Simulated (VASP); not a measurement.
The system is Nb.

```
Nb
1.0
    -1.65882    1.65882    1.65882
     1.65882   -1.65882    1.65882
     1.65882    1.65882   -1.65882
Nb
1
Direct
  0.00000 0.00000 0.00000
```

* Program: VASP 6.6.1
* Task: relaxation of cell and atoms
* Functional: PBEsol
* Potentials or basis: VASP PAW PBE potentials, release 64 (Nb_sv)
* Cutoff: 600 eV
* k mesh: 18 × 18 × 18
* Occupations: gaussian, width 0.1 eV
* Spin: no spin polarisation

At the start: pressure -7.0 GPa; volume 18.26 Å³/atom.

Question: Where does the relaxation end?

Answer: Over 5 steps the energy falls by 17.4 meV/atom and the volume is 17.48 Å³/atom (-4.2 %); space group Im-3m (No. 229, to 0.05 Å).

Step by step:
```csv
step,energy change (eV),largest force (eV/Å),pressure (GPa),volume (Å³)
1,0.0000,0.0000,-6.97,18.26
2,0.0396,0.0000,15.33,16.24
3,-0.0174,0.0000,-0.16,17.51
4,-0.0174,0.0000,-0.07,17.50
5,-0.0174,0.0000,0.04,17.48
```

Final structure:
```
Nb
1.0
    -1.63506    1.63506    1.63506
     1.63506   -1.63506    1.63506
     1.63506    1.63506   -1.63506
Nb
1
Direct
  0.00000 0.00000 0.00000
```

Caveat: the PAW data sets were made with another functional, which shifts forces and pressure a little.
